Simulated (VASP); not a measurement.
# Eu (Im-3m) in VASP: notebook

Eu is run at these levels: RPBE; tasks: single point, relaxation of cell and atoms.

Program: VASP 6.6.1. These are calculated values, not measurements. Logs are shortened: lines on timing, memory, paths and dates and some standing lists are left out, and cuts for length are marked.

## Step 1: The cell of the first run

It takes space group Im-3m (No. 229, cubic). The conventional cell has a = 4.529 Å, b = 4.529 Å, c = 4.529 Å, α = 90.00°, β = 90.00°, γ = 90.00°. Within 5.1 Å of Eu (site symmetry m-3m) lie 14 Eu at 3.92 to 4.53 Å.

## Step 2: Single point, RPBE, collinear spin, ferromagnetic start

File INCAR:

```
ALGO = Normal
EDIFF = 1E-6
ENCUT = 520
GGA = RP
ISIF = 2
ISMEAR = -1
ISPIN = 2
LASPH = True
LCHARG = True
LELF = True
LMAXMIX = 6
LORBIT = 11
LREAL = False
LVHAR = True
LWAVE = False
MAGMOM = 7
NBANDS = 18
NELM = 150
PREC = Accurate
SIGMA = 0.05
```

File KPOINTS:

```
k-points
0
Gamma
  10 10 10
```

File POSCAR:

```
Eu
1.0
   -2.2646760641      2.2646760641      2.2646760641
    2.2646760641     -2.2646760641      2.2646760641
    2.2646760641      2.2646760641     -2.2646760641
Eu
1
Direct
    0.0000000000      0.0000000000      0.0000000000
```

Potentials or basis: VASP PAW PBE potentials, release 64 (Eu).

Launch:

```console
$ cat potpaw_PBE.64/Eu/POTCAR > POTCAR
$ mpirun -np 1 vasp_std > vasp.out
```

OUTCAR:

```text
EDIFF = 1E-6
   ENCUT = 520
   GGA = RP
   ISIF = 2
   ISMEAR = -1
   ISPIN = 2
   LASPH = True
   LORBIT = 11
   LREAL = False
   NELM = 150
   PREC = Accurate

 ion  position               nearest neighbor table
   1  0.000  0.000  0.000-

  LATTYP: Found a body centered cubic cell.
 ALAT       =     4.5293521282

  Lattice vectors:

 A1 = (  -2.2646760641,   2.2646760641,   2.2646760641)
 A2 = (   2.2646760641,  -2.2646760641,   2.2646760641)
 A3 = (   2.2646760641,   2.2646760641,  -2.2646760641)

Analysis of symmetry for initial positions (statically):
=====================================================================
 Subroutine PRICEL returns:
 Original cell was already a primitive cell.

 Routine SETGRP: Setting up the symmetry group for a
 body centered cubic supercell.

 Subroutine GETGRP returns: Found 48 space group operations
 (whereof 48 operations were pure point group operations)
 out of a pool of 48 trial point group operations.

The static configuration has the point symmetry O_h .

Analysis of symmetry for dynamics (positions and initial velocities):
=====================================================================
 Subroutine PRICEL returns:
 Original cell was already a primitive cell.

 Routine SETGRP: Setting up the symmetry group for a
 body centered cubic supercell.

 Subroutine GETGRP returns: Found 48 space group operations
 (whereof 48 operations were pure point group operations)
 out of a pool of 48 trial point group operations.

The dynamic configuration has the point symmetry O_h .

Analysis of structural, dynamic, and magnetic symmetry:
=====================================================================
 Subroutine PRICEL returns:
 Original cell was already a primitive cell.

 Routine SETGRP: Setting up the symmetry group for a
 body centered cubic supercell.

 Subroutine GETGRP returns: Found 48 space group operations
 (whereof 48 operations were pure point group operations)
 out of a pool of 48 trial point group operations.

The overall configuration has the point symmetry O_h .

 Subroutine INISYM returns: Found 48 space group operations
 (whereof 48 operations are pure point group operations),
 and found     1 'primitive' translations

----------------------------------------------------------------------------------------

                                     Primitive cell

  volume of cell :      46.4599

  direct lattice vectors                    reciprocal lattice vectors
    -2.264676064  2.264676064  2.264676064     0.000000000  0.220782128  0.220782128
     2.264676064 -2.264676064  2.264676064     0.220782128  0.000000000  0.220782128
     2.264676064  2.264676064 -2.264676064     0.220782128  0.220782128  0.000000000

  length of vectors
     3.922534006  3.922534006  3.922534006     0.312233079  0.312233079  0.312233079

  position of ions in fractional coordinates (direct lattice)
     0.000000000  0.000000000  0.000000000

  ion indices of the primitive-cell ions
   primitive index   ion index
                 1           1

----------------------------------------------------------------------------------------

 KPOINTS: k-points

Automatic generation of k-mesh.
 Grid dimensions read from file:
 generate k-points for:   10   10   10

 Generating k-lattice:

  Cartesian coordinates                     Fractional coordinates (reciprocal lattice)
     0.000000000  0.022078213  0.022078213     0.100000000  0.000000000  0.000000000
     0.022078213  0.000000000  0.022078213     0.000000000  0.100000000  0.000000000
     0.022078213  0.022078213  0.000000000     0.000000000  0.000000000  0.100000000

  Length of vectors
     0.031223308  0.031223308  0.031223308

  Shift w.r.t. Gamma in fractional coordinates (k-lattice)
     0.000000000  0.000000000  0.000000000

 Subroutine IBZKPT returns following result:
 ===========================================

 Found     47 irreducible k-points:

 Following reciprocal coordinates:
            Coordinates               Weight
  0.000000  0.000000  0.000000      1.000000
  0.100000  0.000000  0.000000     12.000000
  0.200000  0.000000  0.000000     12.000000
  0.300000  0.000000  0.000000     12.000000
  0.400000  0.000000  0.000000     12.000000
  0.500000  0.000000  0.000000      6.000000
[... 16 lines left out ...]
  0.300000  0.300000  0.100000      8.000000
 -0.300000  0.300000  0.100000     24.000000
 [... further k-points ...]
   k-points           NKPTS =     47   k-points in BZ     NKDIM =     47   number of bands    NBANDS=     18
   number of dos      NEDOS =    301   number of ions     NIONS =      1
   total plane-waves  NPLWV =  27000
   dimension x,y,z NGX =    30 NGY =   30 NGZ =   30
   dimension x,y,z NGXF=    60 NGYF=   60 NGZF=   60
   ions per type =               1
   NGX,Y,Z   is equivalent  to a cutoff of  12.71, 12.71, 12.71 a.u.
   NGXF,Y,Z  is equivalent  to a cutoff of  25.43, 25.43, 25.43 a.u.
 SYSTEM =  unknown system
   PREC   = accura    normal or accurate (medium, high low for compatibility)
   ISTART =      0    job   : 0-new  1-cont  2-samecut
   ICHARG =      2    charge: 1-file 2-atom 10-const
   ISPIN  =      2    spin polarized calculation?
   LNONCOLLINEAR =      F non collinear calculations
   LSORBIT =      F    spin-orbit coupling
   LASPH  =      T    aspherical Exc in radial PAW
   ENCUT  =  520.0 eV  38.22 Ry    6.18 a.u.   7.29  7.29  7.29*2*pi/ulx,y,z
   NELM   =    150;   NELMIN=  2; NELMDL= -5     # of ELM steps
   EDIFF  = 0.1E-05   stopping-criterion for ELM
   LREAL  =      F    real-space projection
   EDIFFG = 0.1E-04   stopping-criterion for IOM
   NSW    =      0    number of steps for IOM
   IBRION =     -1    ionic relax: 0-MD 1-quasi-New 2-CG
   NFREE  =      0    steps in history (QN), initial steepest desc. (CG)
   ISIF   =      2    stress and relaxation
   ISYM   =      2    0-nonsym 1-usesym 2-fastsym
   POTIM  = 0.5000    time-step for ionic-motion
   TEBEG  =    0.0;   TEEND  =   0.0 temperature during run
   PSTRESS=    0.0 pullay stress
   NELECT =      17.0000    total number of electrons
   NUPDOWN=      -1.0000    fix difference up-down
   EMIN   =  10.00;   EMAX   =-10.00  energy-range for DOS
   EFERMI =   0.00;   METHOD = LEGACY
   ISMEAR =    -1;   SIGMA  =   0.05  broadening in eV -4-tet -1-fermi 0-gaus
   EFERMI_NEDOS =   21; number of points for ismear=-14 and -15
   IALGO  =     38    algorithm
   IMIX   =      4    mixing-type and parameters
     AMIX     =   0.40;   BMIX     =  1.00
     AMIX_MAG =   1.60;   BMIX_MAG =  1.00
  volume/ion in A,a.u.               =      46.46       313.53
  Fermi-wavevector in a.u.,A,eV,Ry     =   1.170932  2.212741 18.654703  1.371082
  Thomas-Fermi vector in A             =   2.307383
   LORBIT       =     11    0 simple, 1 ext, 2 COOP (PROOUT), +10 PAW based schemes
   GGA     = RP    functional components
   LHFCALC =     F    Hartree Fock is set to
   AEXX    =    0.0000 exact exchange contribution
   IVDW    =     0    specifies the selected vdW correction
   LEPSILON=     F    determine dielectric tensor
   LRPA    =     F    only Hartree local field effects (RPA)
 spin polarized calculation
  energy-cutoff  :      520.00
  volume of cell :       46.46
 maximum number of plane-waves:      1271
 NGX is ok and might be reduce to    30
   NGX = 15   NGY = 15   NGZ = 15

 number of electron      16.9999999 magnetization       7.4536089

 Free energy of the ion-electron system (eV)
  ---------------------------------------------------
  ext. energy  EPLUGINS =         0.00000000
  ---------------------------------------------------
  free energy    TOTEN  =       -11.27883470 eV

  energy without entropy =      -11.26491601  energy(sigma->0) =      -11.27187536

 E-fermi :   1.8944     XC(G=0):  -8.2985

 val. band max:        1.8811160235   @ k =  -0.4000   0.4000   0.3000
 cond. band min:       1.8978062869   @ k =   0.3000   0.2000   0.2000
 fundamental gap:      0.0166902634
 Fermi energy:         1.8944206770

 spin component 1

 k-point     1 :       0.0000    0.0000    0.0000
  band No.  band energies     occupation
      1     -39.9029      1.00000
      2     -18.5185      1.00000
      3     -18.5185      1.00000
      4     -18.5185      1.00000
      5      -2.4178      1.00000
      6       1.3445      0.99998
[... 10 lines left out ...]
     17       5.1478      0.00000
     18      10.7697      0.00000

 k-point     2 :       0.1000    0.0000    0.0000
  band No.  band energies     occupation
      1     -39.9008      1.00000
      2     -18.5500      1.00000
      3     -18.5286      1.00000
      4     -18.5185      1.00000
      5      -2.2113      1.00000
      6       1.3432      0.99998
[... 10 lines left out ...]
     17       5.1585      0.00000
     18      10.9491      0.00000

 k-point     3 :       0.2000    0.0000    0.0000
  band No.  band energies     occupation
      1     -39.8953      1.00000
      2     -18.6311      1.00000
      3     -18.5551      1.00000
      4     -18.5187      1.00000
      5      -1.6320      1.00000
      6       1.3408      0.99998
[... 10 lines left out ...]
     17       5.2185      0.00000
     18      10.9644      0.00000

 k-point     4 :       0.3000    0.0000    0.0000
  band No.  band energies     occupation
      1     -39.8885      1.00000
      2     -18.7287      1.00000
      3     -18.5876      1.00000
      4     -18.5189      1.00000
      5      -0.8179      1.00000
      6       1.3414      0.99998
[... 375 lines left out ...]
      4     -18.5438      1.00000
      5      -1.4419      1.00000
      6       1.3250      0.99999
[... 10 lines left out ...]
     17       5.5975      0.00000
     18      10.7984      0.00000

 k-point    23 :       0.3000    0.3000    0.1000
  band No.  band energies     occupation
      1     -39.8794      1.00000
      2     -18.7182      1.00000
      3     -18.7182      1.00000
      4     -18.5850      1.00000
      5       1.2560      1.00000
      6       1.3659      0.99997
[... 10 lines left out ...]
     17       5.9946      0.00000
     18       8.7765      0.00000

 k-point    24 :      -0.3000    0.3000    0.1000
  band No.  band energies     occupation
      1     -39.8867      1.00000
      2     -18.7243      1.00000
      3     -18.5988      1.00000
      4     -18.5428      1.00000
      5      -0.6419      1.00000
      6       1.3165      0.99999
[... 10 lines left out ...]
     17       5.6608      0.00000
     18       9.5304      0.00000

 [... further k-points ...]

 spin component 2

 k-point     1 :       0.0000    0.0000    0.0000
  band No.  band energies     occupation
      1     -36.6868      1.00000
      2     -16.1552      1.00000
      3     -16.1552      1.00000
      4     -16.1552      1.00000
      5      -1.5188      1.00000
      6       4.6546      0.00000
[... 10 lines left out ...]
     17       6.5126      0.00000
     18      11.9626      0.00000

 k-point     2 :       0.1000    0.0000    0.0000
  band No.  band energies     occupation
      1     -36.6841      1.00000
      2     -16.1956      1.00000
      3     -16.1679      1.00000
      4     -16.1554      1.00000
      5      -1.3039      1.00000
      6       4.4535      0.00000
[... 10 lines left out ...]
     17       6.5451      0.00000
     18      12.1374      0.00000

 k-point     3 :       0.2000    0.0000    0.0000
  band No.  band energies     occupation
      1     -36.6768      1.00000
      2     -16.2990      1.00000
      3     -16.2010      1.00000
      4     -16.1557      1.00000
      5      -0.7058      1.00000
      6       3.9805      0.00000
[... 10 lines left out ...]
     17       6.7247      0.00000
     18      12.1877      0.00000

 k-point     4 :       0.3000    0.0000    0.0000
  band No.  band energies     occupation
      1     -36.6677      1.00000
      2     -16.4225      1.00000
      3     -16.2415      1.00000
      4     -16.1561      1.00000
      5       0.1202      1.00000
      6       3.4276      0.00000
[... 375 lines left out ...]
      4     -16.1873      1.00000
      5      -0.5084      1.00000
      6       4.0253      0.00000
[... 10 lines left out ...]
     17       6.9003      0.00000
     18      11.9903      0.00000

 k-point    23 :       0.3000    0.3000    0.1000
  band No.  band energies     occupation
      1     -36.6556      1.00000
      2     -16.4085      1.00000
      3     -16.4085      1.00000
      4     -16.2399      1.00000
      5       2.4513      0.00001
      6       2.7982      0.00000
[... 10 lines left out ...]
     17       7.5837      0.00000
     18      10.1415      0.00000

 k-point    24 :      -0.3000    0.3000    0.1000
  band No.  band energies     occupation
      1     -36.6654      1.00000
      2     -16.4170      1.00000
      3     -16.2556      1.00000
      4     -16.1863      1.00000
      5       0.3045      1.00000
      6       3.3919      0.00000
[... 10 lines left out ...]
     17       7.0033      0.00000
     18      10.8060      0.00000

 [... further k-points ...]
[... 5 lines left out ...]
  --------------------------------------------------------------------------------------
  -------------------------------------------------------------------------------------
  Total       -0.0718070     -0.0718070     -0.0718070     -0.0000000      0.0000000      0.0000000
  in kB       -2.4762768     -2.4762768     -2.4762768     -0.0000000      0.0000000      0.0000000
  external PRESSURE =      -2.4762768 kB  Pullay stress =       0.0000000 kB

 VOLUME and BASIS-vectors are now :
 -----------------------------------------------------------------------------
  energy-cutoff  :      520.00
  volume of cell :       46.46
      direct lattice vectors                 reciprocal lattice vectors
    -2.264676064  2.264676064  2.264676064     0.000000000  0.220782128  0.220782128
     2.264676064 -2.264676064  2.264676064     0.220782128  0.000000000  0.220782128
     2.264676064  2.264676064 -2.264676064     0.220782128  0.220782128  0.000000000

 POSITION                                       TOTAL-FORCE (eV/Angst)
 -----------------------------------------------------------------------------------
      0.00000      0.00000      0.00000         0.000000     -0.000000      0.000000
 -----------------------------------------------------------------------------------
    total drift:                               -0.000000     -0.000000      0.000000

  FREE ENERGIE OF THE ION-ELECTRON SYSTEM (eV)
  ---------------------------------------------------
  free  energy   TOTEN  =       -11.2788346986 eV

  energy  without entropy=      -11.2649160115  energy(sigma->0) =      -11.27187536

 total charge

# of ion       s       p       d       f       tot
--------------------------------------------------
    1        2.080   5.743   0.251   6.676  14.750

 magnetization (x)

# of ion       s       p       d       f       tot
--------------------------------------------------
    1       -0.005  -0.097   0.141   6.675   6.714
```

Wall time 2.9 min (1 thread of Oxide Virtual Turin-like, shared host); peak memory 0.2 GiB.

What came out:

| Property | Result |
| --- | --- |
| Free energy | -11.2788 eV |
| Pressure | -0.2 GPa |
| Net moment | 7.45 μB per cell |
| Site moments | Eu +6.71 μB |
| Valence electrons inside the program's atomic spheres | Eu 14.75 |

Levels at points of the mesh, in eV from the Fermi level:
Spin up:
| k point | band 9 | band 10 | band 11 | band 12 | band 13 | band 14 | band 15 | band 16 |
| --- | --- | --- | --- | --- | --- | --- | --- | --- |
| (0.00, 0.00, 0.00) | -0.42 | -0.42 | -0.42 | -0.39 | 1.74 | 1.74 | 1.74 | 3.25 |
| (0.50, 0.00, 0.00) | -0.45 | -0.43 | -0.42 | -0.41 | 0.46 | 0.46 | 3.15 | 3.81 |
| (0.50, 0.50, 0.50) | -0.52 | -0.52 | -0.38 | -0.38 | -0.38 | 4.40 | 4.40 | 4.40 |
Spin down:
| k point | band 2 | band 3 | band 4 | band 5 | band 6 | band 7 | band 8 | band 9 |
| --- | --- | --- | --- | --- | --- | --- | --- | --- |
| (0.00, 0.00, 0.00) | -18.05 | -18.05 | -18.05 | -3.41 | 2.76 | 2.76 | 2.76 | 4.05 |
| (0.50, 0.00, 0.00) | -18.45 | -18.18 | -18.05 | -0.78 | 1.34 | 1.40 | 3.98 | 4.27 |
| (0.50, 0.50, 0.50) | -18.33 | -18.33 | -18.33 | -0.07 | -0.07 | 3.93 | 3.93 | 3.93 |

Caveat: the PAW data sets were made with another functional, which shifts forces and pressure a little; spin-orbit coupling is left out, which moves the levels of the heavy elements; semilocal functionals describe open f shells poorly, which spoils levels, moments and volumes. The state reached can hang on the start; a lower one may exist.

## Step 3: Single point, RPBE, collinear spin, ferromagnetic start

File INCAR:

```
SYSTEM = Eu
PREC = Accurate
ENCUT = 520
EDIFF = 1E-7
ISMEAR = -1
SIGMA = 0.05
LREAL = .False.
LASPH = .True.
NELM = 150
ALGO = Normal
ISIF = 2
LWAVE = .False.
LCHARG = .True.
ISPIN = 2
MAGMOM = 7.126
LORBIT = 11
LMAXMIX = 6
GGA = RP
LELF = .True.
LVHAR = .True.
NBANDS = 18
```

File KPOINTS:

```
regular mesh
0
Gamma
  13 13 13
  0 0 0
```

POSCAR is that of step 2.

Potentials or basis: VASP PAW PBE potentials, release 64 (Eu).

Launch:

```console
$ cat potpaw_PBE.64/Eu/POTCAR > POTCAR
$ mpirun -np 1 vasp_std > vasp.out
```

It took 5.4 min on 1 thread of Oxide Virtual Turin-like, shared host; peak memory 0.24 GiB.

The run converged. Its results:

| Property | Result |
| --- | --- |
| Free energy | -11.2785 eV |
| Pressure | -0.3 GPa |
| Net moment | 7.40 μB per cell |
| Site moments | Eu +6.70 μB |
| Valence electrons inside the program's atomic spheres | Eu 14.75 |

Levels at points of the mesh, in eV from the Fermi level:
Spin up:
| k point | band 8 | band 9 | band 10 | band 11 | band 12 | band 13 | band 14 | band 15 | band 16 | band 17 |
| --- | --- | --- | --- | --- | --- | --- | --- | --- | --- | --- |
| (0.00, 0.00, 0.00) | -0.54 | -0.41 | -0.41 | -0.41 | -0.38 | 1.76 | 1.76 | 1.76 | 3.27 | 3.27 |
Spin down:
| k point | band 3 | band 4 | band 5 | band 6 | band 7 | band 8 |
| --- | --- | --- | --- | --- | --- | --- |
| (0.00, 0.00, 0.00) | -18.05 | -18.05 | -3.44 | 2.75 | 2.75 | 2.75 |

Caveat: the PAW data sets were made with another functional, which shifts forces and pressure a little; spin-orbit coupling is left out, which moves the levels of the heavy elements; semilocal functionals describe open f shells poorly, which spoils levels, moments and volumes. The state reached can hang on the start; a lower one may exist.

[end of part 1 of 2]
